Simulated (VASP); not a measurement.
# TiO2 (Pbca) in VASP: a series of runs

TiO2 is run at these levels: PBE, r2SCAN; tasks: electric field gradients.

Program: VASP 6.6.1. These are calculated values, not measurements. Logs are shortened: lines on timing, memory, paths and dates and some standing lists are left out, and cuts for length are marked.

## 1. The cell of the first run

The structure is orthorhombic, space group Pbca (No. 61). The conventional cell has a = 5.149 Å, b = 9.194 Å, c = 5.459 Å, α = 90.00°, β = 90.00°, γ = 90.00°. Within 2.5 Å of Ti (site symmetry 1) lie 6 O at 1.87 to 2.05 Å. O (site symmetry 1) has 3 Ti at 1.92 to 2.05 Å and 1 O at 2.53 Å within 2.6 Å. Within 2.5 Å of O (site symmetry 1) lie 3 Ti at 1.87 to 2.00 Å and 1 O at 2.50 Å.

## 2. Electric field gradients, PBE

Input file INCAR:

```
SYSTEM = TiO2
  PREC = Accurate
  ENCUT = 520
  EDIFF = 1E-8
  ISMEAR = -1
  SIGMA = 0.02
  LREAL = Auto
  LASPH = .TRUE.
  NELM = 100
  ALGO = Normal
  ISIF = 2
  LWAVE = .FALSE.
  LCHARG = .FALSE.
  GGA = PE
  LEFG = .TRUE.
  NBANDS = 114
```

Input file KPOINTS:

```
regular mesh
0
G
  5 3 5
  0 0 0
```

Input file POSCAR:

```
TiO2
1.0
    5.1491190800      0.0000000000      0.0000000000
    0.0000000000      9.1942033000      0.0000000000
    0.0000000000      0.0000000000      5.4591221900
Ti O
8 16
Direct
    0.1379105100      0.3710305100      0.4025823800
    0.6379105100      0.1289694900      0.5974176200
    0.3620894900      0.6289694900      0.9025823800
    0.8620894900      0.8710305100      0.0974176200
    0.8620894900      0.6289694900      0.5974176200
    0.3620894900      0.8710305100      0.4025823800
    0.6379105100      0.3710305100      0.0974176200
    0.1379105100      0.1289694900      0.9025823800
    0.4647101200      0.2697099600      0.3899939800
    0.9647101200      0.2302900400      0.6100060200
    0.0352898800      0.7302900400      0.8899939800
    0.5352898800      0.7697099600      0.1100060200
    0.5352898800      0.7302900400      0.6100060200
    0.0352898800      0.7697099600      0.3899939800
    0.9647101200      0.2697099600      0.1100060200
    0.4647101200      0.2302900400      0.8899939800
    0.8166313300      0.0104794700      0.8511885900
    0.3166313300      0.4895205300      0.1488114100
    0.6833686700      0.9895205300      0.3511885900
    0.1833686700      0.5104794700      0.6488114100
    0.1833686700      0.9895205300      0.1488114100
    0.6833686700      0.5104794700      0.8511885900
    0.3166313300      0.0104794700      0.6488114100
    0.8166313300      0.4895205300      0.3511885900
```

Potentials or basis: VASP PAW PBE potentials, release 64 (Ti_sv, O).

Command:

```sh
$ cat potpaw_PBE.64/Ti_sv/POTCAR potpaw_PBE.64/O/POTCAR > POTCAR
$ mpirun -np 1 vasp_std > vasp.out
```

OUTCAR:

```text
SYSTEM = TiO2
   PREC = Accurate
   ENCUT = 520
   EDIFF = 1E-8
   ISMEAR = -1
   LREAL = Auto
   LASPH = .TRUE.
   NELM = 100
   ISIF = 2
   GGA = PE

 ion  position               nearest neighbor table
   1  0.138  0.371  0.403-  20 1.87   9 1.92  10 1.94  18 1.99  24 2.00  15 2.05
   2  0.638  0.129  0.597-  19 1.87  10 1.92   9 1.94  17 1.99  23 2.00  16 2.05
   3  0.362  0.629  0.903-  18 1.87  11 1.92  12 1.94  20 1.99  22 2.00  13 2.05
   4  0.862  0.871  0.097-  17 1.87  12 1.92  11 1.94  19 1.99  21 2.00  14 2.05
   5  0.862  0.629  0.597-  24 1.87  13 1.92  14 1.94  22 1.99  20 2.00  11 2.05
   6  0.362  0.871  0.403-  23 1.87  14 1.92  13 1.94  21 1.99  19 2.00  12 2.05
   7  0.638  0.371  0.097-  22 1.87  15 1.92  16 1.94  24 1.99  18 2.00   9 2.05
   8  0.138  0.129  0.903-  21 1.87  16 1.92  15 1.94  23 1.99  17 2.00  10 2.05
   9  0.465  0.270  0.390-   1 1.92   2 1.94   7 2.05
  10  0.965  0.230  0.610-   2 1.92   1 1.94   8 2.05
  11  0.035  0.730  0.890-   3 1.92   4 1.94   5 2.05
  12  0.535  0.770  0.110-   4 1.92   3 1.94   6 2.05
  13  0.535  0.730  0.610-   5 1.92   6 1.94   3 2.05
  14  0.035  0.770  0.390-   6 1.92   5 1.94   4 2.05
[... 8 lines left out ...]
  23  0.317  0.010  0.649-   6 1.87   8 1.99   2 2.00
  24  0.817  0.490  0.351-   5 1.87   7 1.99   1 2.00

  LATTYP: Found a simple orthorhombic cell.
 ALAT       =     5.1491190800
 B/A-ratio  =     1.0602050769
 C/A-ratio  =     1.7855876233

  Lattice vectors:

 A1 = (  -5.1491190800,   0.0000000000,   0.0000000000)
 A2 = (   0.0000000000,   0.0000000000,   5.4591221900)
 A3 = (   0.0000000000,   9.1942033000,   0.0000000000)

Analysis of symmetry for initial positions (statically):
=====================================================================
 Subroutine PRICEL returns:
 Original cell was already a primitive cell.

 Routine SETGRP: Setting up the symmetry group for a
 simple orthorhombic supercell.

 Subroutine GETGRP returns: Found  8 space group operations
 (whereof  2 operations were pure point group operations)
 out of a pool of  8 trial point group operations.

The static configuration has the point symmetry S_2 .
 The point group associated with its full space group is D_2h.

Analysis of symmetry for dynamics (positions and initial velocities):
=====================================================================
[... 2205 lines left out ...]
  Direction    XX          YY          ZZ          XY          YZ          ZX
  --------------------------------------------------------------------------------------
  -------------------------------------------------------------------------------------
  Total        7.4019825      7.0995039      7.0782336      0.0000000      0.0000000      0.0000000
  in kB       45.8869066     44.0117595     43.8798989      0.0000000      0.0000000      0.0000000
  external PRESSURE =      44.5928550 kB  Pullay stress =       0.0000000 kB

 VOLUME and BASIS-vectors are now :
 -----------------------------------------------------------------------------
  energy-cutoff  :      520.00
  volume of cell :      258.45
      direct lattice vectors                 reciprocal lattice vectors
     5.149119080  0.000000000  0.000000000     0.194207977  0.000000000  0.000000000
     0.000000000  9.194203300  0.000000000     0.000000000  0.108764182  0.000000000
     0.000000000  0.000000000  5.459122190     0.000000000  0.000000000  0.183179633

 POSITION                                       TOTAL-FORCE (eV/Angst)
 -----------------------------------------------------------------------------------
      0.71012      3.41133      2.19775         0.039350     -0.021763      0.063281
      3.28468      1.18577      3.26138         0.039350      0.021763     -0.063281
      1.86444      5.78287      4.92731        -0.039350      0.021763      0.063281
      4.43900      8.00843      0.53181        -0.039350     -0.021763     -0.063281
      4.43900      5.78287      3.26138        -0.039350      0.021763     -0.063281
      1.86444      8.00843      2.19775        -0.039350     -0.021763      0.063281
[... 16 lines left out ...]
      1.63037      0.09635      3.54194        -0.064589     -0.074750      0.000925
      4.20493      4.50075      1.91718        -0.064589      0.074750     -0.000925
 -----------------------------------------------------------------------------------
    total drift:                               -0.000000      0.000000      0.000000

  FREE ENERGIE OF THE ION-ELECTRON SYSTEM (eV)
  ---------------------------------------------------
  free  energy   TOTEN  =      -215.0269581936 eV

  energy  without entropy=     -215.0269581936  energy(sigma->0) =     -215.02695819

 Electric field gradients (V/A^2)
---------------------------------------------------------------------
 ion       V_xx      V_yy      V_zz      V_xy      V_xz      V_yz
---------------------------------------------------------------------
   1      -0.726    -6.814     7.540     5.157    11.652    -7.905
   2      -0.726    -6.814     7.540    -5.157   -11.652    -7.905
   3      -0.726    -6.814     7.540     5.157   -11.652     7.905
   4      -0.726    -6.814     7.540    -5.157    11.652     7.905
   5      -0.726    -6.814     7.540     5.157    11.652    -7.905
   6      -0.726    -6.814     7.540    -5.157   -11.652    -7.905
[... 16 lines left out ...]
  23       2.562    -1.946    -0.616    -3.075   -10.855    13.476
  24       2.562    -1.946    -0.616     3.075    10.855    13.476
---------------------------------------------------------------------

 Electric field gradients after diagonalization (V/A^2)
 (convention: |V_zz| > |V_xx| > |V_yy|)
----------------------------------------------------------------------
 ion       V_xx      V_yy      V_zz     asymmetry (V_yy - V_xx)/ V_zz
----------------------------------------------------------------------
   1      16.371     0.516   -16.888       0.939
   2      16.371     0.516   -16.888       0.939
   3      16.371     0.516   -16.888       0.939
   4      16.371     0.516   -16.888       0.939
   5      16.371     0.516   -16.888       0.939
   6      16.371     0.516   -16.888       0.939
[... 16 lines left out ...]
  23     -16.540    -2.173    18.714       0.768
  24     -16.540    -2.173    18.714       0.768
----------------------------------------------------------------------

           NMR quadrupolar parameters

 Cq : quadrupolar parameter    Cq=e*Q*V_zz/h
 eta: asymmetry parameters     (V_yy - V_xx)/ V_zz
 Q  : nuclear electric quadrupole moment in mb (millibarn)
----------------------------------------------------------------------
 ion       Cq(MHz)       eta       Q (mb)
----------------------------------------------------------------------
   1      -0.041       0.939       1.000
   2      -0.041       0.939       1.000
   3      -0.041       0.939       1.000
   4      -0.041       0.939       1.000
   5      -0.041       0.939       1.000
   6      -0.041       0.939       1.000
[... 16 lines left out ...]
  23       0.045       0.768       1.000
  24       0.045       0.768       1.000
----------------------------------------------------------------------
```

stdout:

```text
POSCAR found type information on POSCAR TiO
 POSCAR found :  2 types and      24 ions
 scaLAPACK will be used
 LDA part: xc-table for (Slater+PW92), standard interpolation
 POSCAR, INCAR and KPOINTS ok, starting setup
 FFT: planning ... GRIDC
 FFT: planning ... GRID_SOFT
 FFT: planning ... GRID
 WAVECAR not read
 entering main loop
ion   1
     0.0000422    -0.4442780     1.7965083    -0.4019067    -0.7201838    -0.8256042
     0.0000581    -0.4442780     1.7965083    -0.4019067    -0.7201838    -0.8256042
     0.0000800    -0.4442780     1.7965083    -0.4019067    -0.7201838    -0.8256042
     0.0001102    -0.4442780     1.7965083    -0.4019067    -0.7201838    -0.8256042

     0.0000422    -5.1802074     8.1540899    -6.2965547   -11.3789515    -2.9174563
     0.0000581    -5.1801879     8.1540770    -6.2965331   -11.3789003    -2.9174567
     0.0000800    -5.1801561     8.1540564    -6.2964979   -11.3788164    -2.9174576
     0.0001102    -5.1801045     8.1540237    -6.2964411   -11.3786800    -2.9174597
[... 106 lines left out ...]
     0.0000293     1.0000376   -16.4455122    -3.4498568     2.8031227    -2.6322398
     0.0000403     1.0000371   -16.4455091    -3.4498563     2.8031223    -2.6322392
     0.0000555     1.0000363   -16.4455039    -3.4498554     2.8031216    -2.6322383
     0.0000765     1.0000350   -16.4454952    -3.4498539     2.8031204    -2.6322367

ion  12
     0.0000293     0.7788717    -4.4401642    -1.3727295    -1.151
```

It took 18 min on 1 thread of Intel Xeon Platinum 8259CL at 2.50GHz (Skylake/Cascade Lake), shared host; peak memory 0.52 GiB.

What came out:

- Free energy: -215.0270 eV
- Pressure: 4.5 GPa
- Largest force: 0.099 eV/Å
- Band gap on the k mesh: 2.28 eV, direct

Forces in eV/Å, atoms in the order of the input:
```
Ti   0.039 -0.022  0.063
Ti   0.039  0.022 -0.063
Ti  -0.039  0.022  0.063
Ti  -0.039 -0.022 -0.063
Ti  -0.039  0.022 -0.063
Ti  -0.039 -0.022  0.063
Ti   0.039 -0.022 -0.063
Ti   0.039  0.022  0.063
O   -0.005 -0.019  0.033
O   -0.005  0.019 -0.033
O    0.005  0.019  0.033
O    0.005 -0.019 -0.033
O    0.005  0.019 -0.033
O    0.005 -0.019  0.033
O   -0.005 -0.019 -0.033
O   -0.005  0.019  0.033
O   -0.065 -0.075 -0.001
O   -0.065  0.075  0.001
O    0.065  0.075 -0.001
O    0.065 -0.075  0.001
O    0.065  0.075  0.001
O    0.065 -0.075 -0.001
O   -0.065 -0.075  0.001
O   -0.065  0.075 -0.001
```

Levels at points of the mesh, in eV from the valence-band top:
```csv
k point,band 92,band 93,band 94,band 95,band 96,band 97,band 98,band 99,band 100,band 101
"(0.00, 0.00, 0.00)",-0.55,-0.50,-0.26,-0.17,0.00,2.28,2.69,2.84,2.84,2.88
```

Electric field gradients, principal values (V/Å²):
| atom | least | middle | greatest (by size) |
| --- | --- | --- | --- |
| 1 Ti | 0.516 | 16.371 | -16.888 |
| 2 Ti | 0.516 | 16.371 | -16.888 |
| 3 Ti | 0.516 | 16.371 | -16.888 |
| 4 Ti | 0.516 | 16.371 | -16.888 |
| 5 Ti | 0.516 | 16.371 | -16.888 |
| 6 Ti | 0.516 | 16.371 | -16.888 |
| 7 Ti | 0.516 | 16.371 | -16.888 |
| 8 Ti | 0.516 | 16.371 | -16.888 |
| 9 O | 0.661 | 21.461 | -22.121 |
| 10 O | 0.661 | 21.461 | -22.121 |
| 11 O | 0.661 | 21.461 | -22.121 |
| 12 O | 0.661 | 21.461 | -22.121 |
| 13 O | 0.661 | 21.461 | -22.121 |
| 14 O | 0.661 | 21.461 | -22.121 |
| 15 O | 0.661 | 21.461 | -22.121 |
| 16 O | 0.661 | 21.461 | -22.121 |
| 17 O | -2.173 | -16.540 | 18.714 |
| 18 O | -2.173 | -16.540 | 18.714 |
| 19 O | -2.173 | -16.540 | 18.714 |
| 20 O | -2.173 | -16.540 | 18.714 |
| 21 O | -2.173 | -16.540 | 18.714 |
| 22 O | -2.173 | -16.540 | 18.714 |
| 23 O | -2.173 | -16.540 | 18.714 |
| 24 O | -2.173 | -16.540 | 18.714 |

Caveat: without QUAD_EFG the Cq values of the log hold for a quadrupole moment of 1 mb, not for the nuclei.

## 3. Electric field gradients, r2SCAN

POSCAR is that of step 2.

Input file INCAR.step1:

```
ALGO = Normal
EDIFF = 1E-4
ENCUT = 520
GGA = PE
ISMEAR = -1
LASPH = T
LCHARG = F
LREAL = Auto
LWAVE = T
NBANDS = 114
NELM = 100
PREC = Accurate
SIGMA = 0.02
```

Input file INCAR.step2:

```
ALGO = Normal
EDIFF = 1E-8
ENCUT = 520
ISIF = 2
ISMEAR = -1
ISTART = 1
LASPH = T
LCHARG = F
LEFG = T
LMIXTAU = T
LREAL = Auto
LWAVE = F
METAGGA = R2SCAN
NBANDS = 114
NELM = 100
PREC = Accurate
SIGMA = 0.02
```

Input file KPOINTS:

```
k-points
0
Gamma
  5 3 5
```

Potentials or basis: VASP PAW PBE potentials, release 64 (Ti_sv, O).

Command:

```sh
$ cat potpaw_PBE.64/Ti_sv/POTCAR potpaw_PBE.64/O/POTCAR > POTCAR
$ cp INCAR.step1 INCAR
$ mpirun -np 1 vasp_std > vasp.out
$ cp INCAR.step2 INCAR
$ mpirun -np 1 vasp_std > vasp.out
```

OUTCAR:

```text
EDIFF = 1E-8
   ENCUT = 520
   ISIF = 2
   ISMEAR = -1
   ISTART = 1
   LASPH = T
   LREAL = Auto
   METAGGA = R2SCAN
   NELM = 100
   PREC = Accurate

 ion  position               nearest neighbor table
   1  0.138  0.371  0.403-  20 1.87   9 1.92  10 1.94  18 1.99  24 2.00  15 2.05
   2  0.638  0.129  0.597-  19 1.87  10 1.92   9 1.94  17 1.99  23 2.00  16 2.05
   3  0.362  0.629  0.903-  18 1.87  11 1.92  12 1.94  20 1.99  22 2.00  13 2.05
   4  0.862  0.871  0.097-  17 1.87  12 1.92  11 1.94  19 1.99  21 2.00  14 2.05
   5  0.862  0.629  0.597-  24 1.87  13 1.92  14 1.94  22 1.99  20 2.00  11 2.05
   6  0.362  0.871  0.403-  23 1.87  14 1.92  13 1.94  21 1.99  19 2.00  12 2.05
   7  0.638  0.371  0.097-  22 1.87  15 1.92  16 1.94  24 1.99  18 2.00   9 2.05
   8  0.138  0.129  0.903-  21 1.87  16 1.92  15 1.94  23 1.99  17 2.00  10 2.05
   9  0.465  0.270  0.390-   1 1.92   2 1.94   7 2.05
  10  0.965  0.230  0.610-   2 1.92   1 1.94   8 2.05
  11  0.035  0.730  0.890-   3 1.92   4 1.94   5 2.05
  12  0.535  0.770  0.110-   4 1.92   3 1.94   6 2.05
  13  0.535  0.730  0.610-   5 1.92   6 1.94   3 2.05
  14  0.035  0.770  0.390-   6 1.92   5 1.94   4 2.05
[... 8 lines left out ...]
  23  0.317  0.010  0.649-   6 1.87   8 1.99   2 2.00
  24  0.817  0.490  0.351-   5 1.87   7 1.99   1 2.00

  LATTYP: Found a simple orthorhombic cell.
 ALAT       =     5.1491190800
 B/A-ratio  =     1.0602050769
[... 2280 lines left out ...]

 Electric field gradients (V/A^2)
---------------------------------------------------------------------
 ion       V_xx      V_yy      V_zz      V_xy      V_xz      V_yz
---------------------------------------------------------------------
   1      -1.054    -6.667     7.721     5.211    11.905    -7.557
   2      -1.054    -6.667     7.721    -5.211   -11.905    -7.557
   3      -1.054    -6.667     7.721     5.211   -11.905     7.557
   4      -1.054    -6.667     7.721    -5.211    11.905     7.557
   5      -1.054    -6.667     7.721     5.211    11.905    -7.557
   6      -1.054    -6.667     7.721    -5.211   -11.905    -7.557
[... 16 lines left out ...]
  23       1.991    -0.992    -0.999    -1.487   -12.078    15.531
  24       1.991    -0.992    -0.999     1.487    12.078    15.531
---------------------------------------------------------------------

 Electric field gradients after diagonalization (V/A^2)
 (convention: |V_zz| > |V_xx| > |V_yy|)
----------------------------------------------------------------------
 ion       V_xx      V_yy      V_zz     asymmetry (V_yy - V_xx)/ V_zz
----------------------------------------------------------------------
   1      16.531     0.316   -16.847       0.962
   2      16.531     0.316   -16.847       0.962
   3      16.531     0.316   -16.847       0.962
   4      16.531     0.316   -16.847       0.962
   5      16.531     0.316   -16.847       0.962
   6      16.531     0.316   -16.847       0.962
[... 16 lines left out ...]
  23     -19.511    -0.577    20.088       0.943
  24     -19.511    -0.577    20.088       0.943
----------------------------------------------------------------------

           NMR quadrupolar parameters

 Cq : quadrupolar parameter    Cq=e*Q*V_zz/h
 eta: asymmetry parameters     (V_yy - V_xx)/ V_zz
 Q  : nuclear electric quadrupole moment in mb (millibarn)
----------------------------------------------------------------------
 ion       Cq(MHz)       eta       Q (mb)
----------------------------------------------------------------------
   1      -0.041       0.962       1.000
   2      -0.041       0.962       1.000
   3      -0.041       0.962       1.000
   4      -0.041       0.962       1.000
   5      -0.041       0.962       1.000
   6      -0.041       0.962       1.000
[... 16 lines left out ...]
  23       0.049       0.943       1.000
  24       0.049       0.943       1.000
----------------------------------------------------------------------
```

OSZICAR.step1:

```text
N       E                     dE             d eps       ncg     rms          rms(c)
DAV:   1     0.325862132832E+04    0.32586E+04   -0.94064E+04  4104   0.201E+03
DAV:   2     0.481372094911E+03   -0.27772E+04   -0.26607E+04  4104   0.638E+02
DAV:   3    -0.218684038013E+03   -0.70006E+03   -0.67618E+03  5056   0.271E+02
DAV:   4    -0.279265172460E+03   -0.60581E+02   -0.60370E+02  5712   0.886E+01
DAV:   5    -0.283851573602E+03   -0.45864E+01   -0.45844E+01  6536   0.195E+01    0.635E+01
DAV:   6    -0.216838389684E+03    0.67013E+02   -0.46083E+02  5708   0.104E+02    0.249E+01
DAV:   7    -0.215603440624E+03    0.12349E+01   -0.73250E+01  5872   0.336E+01    0.151E+01
DAV:   8    -0.216012653814E+03   -0.40921E+00   -0.19337E+01  5624   0.209E+01    0.929E+00
DAV:   9    -0.215028933733E+03    0.98372E+00   -0.10110E+01  5686   0.143E+01    0.263E+00
DAV:  10    -0.215028065115E+03    0.86862E-03   -0.70977E-01  6150   0.334E+00    0.488E-01
DAV:  11    -0.215026407328E+03    0.16578E-02   -0.51067E-02  5622   0.827E-01    0.229E-01
DAV:  12    -0.215027131350E+03   -0.72402E-03   -0.44221E-03  5718   0.287E-01    0.149E-01
DAV:  13    -0.215027049617E+03    0.81732E-04   -0.36095E-03  5328   0.238E-01    0.897E-02
DAV:  14    -0.215026990944E+03    0.58673E-04   -0.31701E-04  3580   0.900E-02
   1 F= -.21502699E+03 E0= -.21502699E+03  d E =-.767834E-11
```

Wall time 36 min (1 thread of Intel Xeon 6975P-C (Granite Rapids), shared host); peak memory 0.56 GiB.

Results:

| Property | Result |
| --- | --- |
| Free energy | -279.3465 eV |
| Pressure | 0.0 GPa |
| Largest force | 0.022 eV/Å |
| Band gap on the k mesh | 2.68 eV, direct |

Forces in eV/Å, atoms in the order of the input:
```
Ti   0.004  0.014  0.005
Ti   0.004 -0.014 -0.005
Ti  -0.004 -0.014  0.005
Ti  -0.004  0.014 -0.005
Ti  -0.004 -0.014 -0.005
Ti  -0.004  0.014  0.005
Ti   0.004  0.014 -0.005
Ti   0.004 -0.014  0.005
O   -0.004  0.003 -0.010
O   -0.004 -0.003  0.010
O    0.004 -0.003 -0.010
O    0.004  0.003  0.010
O    0.004 -0.003  0.010
O    0.004  0.003 -0.010
O   -0.004  0.003  0.010
O   -0.004 -0.003 -0.010
O    0.020 -0.005  0.008
O    0.020  0.005 -0.008
O   -0.020  0.005  0.008
O   -0.020 -0.005 -0.008
O   -0.020  0.005 -0.008
O   -0.020 -0.005  0.008
O    0.020 -0.005 -0.008
O    0.020  0.005  0.008
```

Electric field gradients, principal values (V/Å²):
| atom | least | middle | greatest (by size) |
| --- | --- | --- | --- |
| 1 Ti | 0.316 | 16.531 | -16.847 |
| 2 Ti | 0.316 | 16.531 | -16.847 |
| 3 Ti | 0.316 | 16.531 | -16.847 |
| 4 Ti | 0.316 | 16.531 | -16.847 |
| 5 Ti | 0.316 | 16.531 | -16.847 |
| 6 Ti | 0.316 | 16.531 | -16.847 |
| 7 Ti | 0.316 | 16.531 | -16.847 |
| 8 Ti | 0.316 | 16.531 | -16.847 |
| 9 O | 2.163 | 21.913 | -24.076 |
| 10 O | 2.163 | 21.913 | -24.076 |
| 11 O | 2.163 | 21.913 | -24.076 |
| 12 O | 2.163 | 21.913 | -24.076 |
| 13 O | 2.163 | 21.913 | -24.076 |
| 14 O | 2.163 | 21.913 | -24.076 |
| 15 O | 2.163 | 21.913 | -24.076 |
| 16 O | 2.163 | 21.913 | -24.076 |
| 17 O | -0.577 | -19.511 | 20.088 |
| 18 O | -0.577 | -19.511 | 20.088 |
| 19 O | -0.577 | -19.511 | 20.088 |
| 20 O | -0.577 | -19.511 | 20.088 |
| 21 O | -0.577 | -19.511 | 20.088 |
| 22 O | -0.577 | -19.511 | 20.088 |
| 23 O | -0.577 | -19.511 | 20.088 |
| 24 O | -0.577 | -19.511 | 20.088 |

Caveat: without QUAD_EFG the Cq values of the log hold for a quadrupole moment of 1 mb, not for the nuclei; the PAW data sets were made with another functional, which shifts forces and pressure a little. r2SCAN opens gaps a little over a GGA but as a rule still falls short of measured ones.
